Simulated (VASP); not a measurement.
# Mg4H in VASP: further runs, part 2 of 2

VASP 6.6.1.

### Step 5. Single point, PBE

INCAR reads:

```
PREC = Accurate
ENCUT = 520
EDIFF = 1E-7
ISMEAR = 0
SIGMA = 0.1
LREAL = F
LASPH = T
NELM = 100
ALGO = Normal
ISIF = 2
LWAVE = F
LCHARG = F
LDIPOL = T
IDIPOL = 3
DIPOL = 0.5 0.5 0.303
GGA = PE
NBANDS = 20
```

KPOINTS reads:

```
regular mesh
0
Gamma
  4 5 1
```

POSCAR reads:

```
Mg4H
1.0
    6.4201385733      0.0000000000      0.0000000000
    0.0000000000      5.1379129567      0.0000000000
    0.0000000000      0.0000000000     21.6644777330
Mg H
8 2
Direct
    0.0000000000      0.7500000000      0.1846340378
    0.5000000000      0.7500000000      0.1846340378
    0.2500000000      0.2500000000      0.2274076137
    0.7500000000      0.2500000000      0.2274076137
    0.2500000000      0.7500000000      0.3173234500
    0.7500000000      0.7500000000      0.3173234500
    0.0000000000      0.2500000000      0.3537808678
    0.5000000000      0.2500000000      0.3537808678
    0.6335694913      0.0833333333      0.4336350891
    0.8664305087      0.0833333333      0.4336350891
```

Potentials or basis: VASP PAW PBE potentials, release 64 (Mg, H).

On the command line:

```console
$ cat potpaw_PBE.64/Mg/POTCAR potpaw_PBE.64/H/POTCAR > POTCAR
$ mpirun -np 1 vasp_std > vasp.out
```

OUTCAR:

```text
PREC = Accurate
   ENCUT = 520
   EDIFF = 1E-7
   ISMEAR = 0
   LREAL = F
   LASPH = T
   NELM = 100
   ISIF = 2
   GGA = PE

 ion  position               nearest neighbor table
   1  0.000  0.750  0.185-   3 3.17   4 3.17   3 3.17   4 3.17   2 3.21   2 3.21   6 3.29   5 3.29

   2  0.500  0.750  0.185-   3 3.17   4 3.17   3 3.17   4 3.17   1 3.21   1 3.21   6 3.29   5 3.29

   3  0.250  0.250  0.227-   1 3.17   2 3.17   1 3.17   2 3.17   7 3.17   8 3.17   4 3.21   4 3.21
                             5 3.22   5 3.22
   4  0.750  0.250  0.227-   1 3.17   2 3.17   1 3.17   2 3.17   7 3.17   8 3.17   3 3.21   3 3.21
                             6 3.22   6 3.22
   5  0.250  0.750  0.317-   7 3.13   8 3.13   7 3.13   8 3.13   6 3.21   6 3.21   3 3.22   3 3.22
                             1 3.29   2 3.29
   6  0.750  0.750  0.317-   7 3.13   8 3.13   7 3.13   8 3.13   5 3.21   5 3.21   4 3.22   4 3.22
                             1 3.29   2 3.29
   7  0.000  0.250  0.354-  10 2.11   6 3.13   5 3.13   5 3.13   6 3.13   4 3.17   3 3.17   8 3.21
                             8 3.21
   8  0.500  0.250  0.354-   9 2.11   6 3.13   5 3.13   5 3.13   6 3.13   4 3.17   3 3.17   7 3.21
                             7 3.21
   9  0.634  0.083  0.434-   8 2.11
  10  0.866  0.083  0.434-   7 2.11

  LATTYP: Found a simple orthorhombic cell.
 ALAT       =     5.1379129567
 B/A-ratio  =     1.2495615686
 C/A-ratio  =     4.2165910391

  Lattice vectors:

 A1 = (   0.0000000000,  -5.1379129567,   0.0000000000)
 A2 = (   6.4201385733,   0.0000000000,   0.0000000000)
 A3 = (   0.0000000000,   0.0000000000,  21.6644777330)

Analysis of symmetry for initial positions (statically):
=====================================================================
 Subroutine PRICEL returns:
 Original cell was already a primitive cell.

 Routine SETGRP: Setting up the symmetry group for a
 simple orthorhombic supercell.

 Subroutine GETGRP returns: Found  2 space group operations
 (whereof  1 operations were pure point group operations)
[... 154 lines left out ...]
 NGX is ok and might be reduce to    48
   NGX = 23   NGY = 19   NGZ = 81

 dipolmoment           0.000000      0.000000     -0.000038 electrons x Angstroem

 number of electron      18.0000000 magnetization

 dipolmoment           0.000000      0.000000      0.242165 electrons x Angstroem

 Free energy of the ion-electron system (eV)
  ---------------------------------------------------
  ext. energy  EPLUGINS =         0.00000000
  ---------------------------------------------------
  free energy    TOTEN  =       -14.38130856 eV

  energy without entropy =      -14.35346181  energy(sigma->0) =      -14.36738518

 E-fermi :  -2.3318     XC(G=0):  -3.1262

 val. band max:       -2.3639223803   @ k =   0.0000   0.0000   0.0000
 cond. band min:      -2.3100126899   @ k =   0.5000   0.0000   0.0000
 fundamental gap:      0.0539096904
 Fermi energy:        -2.3318098558

 k-point     1 :       0.0000    0.0000    0.0000
  band No.  band energies     occupation
      1      -8.4860      2.00000
      2      -7.1162      2.00000
      3      -5.5658      2.00000
      4      -4.8032      2.00000
      5      -4.7798      2.00000
      6      -3.1529      2.00000
[... 196 lines left out ...]
     19       1.8395      0.00000
     20       1.8668      0.00000

------------------------ aborting loop because EDIFF is reached ----------------------------------------

 vacuum level on the upper side and lower side of the slab       (xc-potential included)         0.590        -0.711

  FORCE on cell =-STRESS in cart. coord.  units (eV):
  Direction    XX          YY          ZZ          XY          YZ          ZX
  --------------------------------------------------------------------------------------
  -------------------------------------------------------------------------------------
  Total       -2.4880615     -1.7073282     -3.3287426      0.0000000      0.3545555      0.0000000
  in kB       -5.5781775     -3.8277911     -7.4629655      0.0000000      0.7949055      0.0000000
  external PRESSURE =      -5.6229780 kB  Pullay stress =       0.0000000 kB

 VOLUME and BASIS-vectors are now :
 -----------------------------------------------------------------------------
  energy-cutoff  :      520.00
  volume of cell :      714.63
      direct lattice vectors                 reciprocal lattice vectors
     6.420138573  0.000000000  0.000000000     0.155759878  0.000000000  0.000000000
     0.000000000  5.137912957  0.000000000     0.000000000  0.194631557  0.000000000
     0.000000000  0.000000000 21.664477733     0.000000000  0.000000000  0.046158509

 POSITION                                       TOTAL-FORCE (eV/Angst)
 -----------------------------------------------------------------------------------
      0.00000      3.85343      4.00000         0.097152      0.048125      0.212993
      3.21007      3.85343      4.00000        -0.097152      0.048125      0.212993
      1.60503      1.28448      4.92667         0.000000     -0.037993     -0.147197
      4.81510      1.28448      4.92667         0.000000     -0.058259     -0.018238
      1.60503      3.85343      6.87465         0.000000      0.000988     -0.025339
      4.81510      3.85343      6.87465         0.000000      0.006877      0.018008
      0.00000      1.28448      7.66448        -0.078804     -0.133878      0.513137
      3.21007      1.28448      7.66448         0.078804     -0.133878      0.513137
      4.06760      0.42816      9.39448         0.634199      0.129947     -0.639747
      5.56260      0.42816      9.39448        -0.634199      0.129947     -0.639747
 -----------------------------------------------------------------------------------
    total drift:                               -0.000000      0.000073     -0.000007

  FREE ENERGIE OF THE ION-ELECTRON SYSTEM (eV)
  ---------------------------------------------------
  free  energy   TOTEN  =       -14.3813085572 eV

  energy  without entropy=      -14.3534618103  energy(sigma->0) =      -14.36738518

 vacuum level on the upper side and lower side of the slab         2.463         1.111
```

stdout:

```text
POSCAR found type information on POSCAR MgH
 POSCAR found :  2 types and      10 ions
 scaLAPACK will be used
 LDA part: xc-table for (Slater+PW92), standard interpolation
 POSCAR, INCAR and KPOINTS ok, starting setup
 FFT: planning ... GRIDC
 FFT: planning ... GRID_SOFT
 FFT: planning ... GRID
 WAVECAR not read
 entering main loop
```

Run time: 3.6 min. Hardware: 1 thread of Intel Xeon 6975P-C (Granite Rapids), shared host; peak memory 0.64 GiB.

What came out:

```yaml
Free_energy: -14.3813 eV
Largest_force: 0.910 eV/Å
Band_gap_on_the_k_mesh: zero (bands 9 and 10 overlap by 0.72 eV)
```

Forces in eV/Å, atoms in the order of the input:
```
Mg   0.097  0.048  0.213
Mg  -0.097  0.048  0.213
Mg   0.000 -0.038 -0.147
Mg   0.000 -0.058 -0.018
Mg   0.000  0.001 -0.025
Mg   0.000  0.007  0.018
Mg  -0.079 -0.134  0.513
Mg   0.079 -0.134  0.513
H    0.634  0.130 -0.640
H   -0.634  0.130 -0.640
```

Levels at points of the mesh, in eV from the Fermi level:
```csv
k point,band 5,band 6,band 7,band 8,band 9,band 10,band 11,band 12,band 13,band 14
"(0.00, 0.00, 0.00)",-2.45,-0.82,-0.75,-0.66,-0.19,-0.03,0.84,1.21,1.94,2.25
"(0.50, 0.00, 0.00)",-2.33,-0.66,0.02,0.02,0.60,0.71,0.80,0.97,1.64,1.72
```

### Step 6. Overview

| cell | gap on the mesh (eV) | largest force (eV/Å) |
| --- | --- | --- |
| as given, atomic positions A | none | 3.52 |
| as given, atomic positions B | none | 9.19 |
| as given, atomic positions C | none | 1.71 |
| as given, atomic positions D | none | 0.91 |

Alike in all rows: task single point; level PBE; potentials or basis VASP PAW PBE potentials, release 64 (Mg, H); no spin polarisation; k mesh 4 × 5 × 1; cutoff (eV) 520; smearing gaussian 0.1 eV.

Total energies depend on the potentials used, so only differences within one code and one set of settings carry meaning.
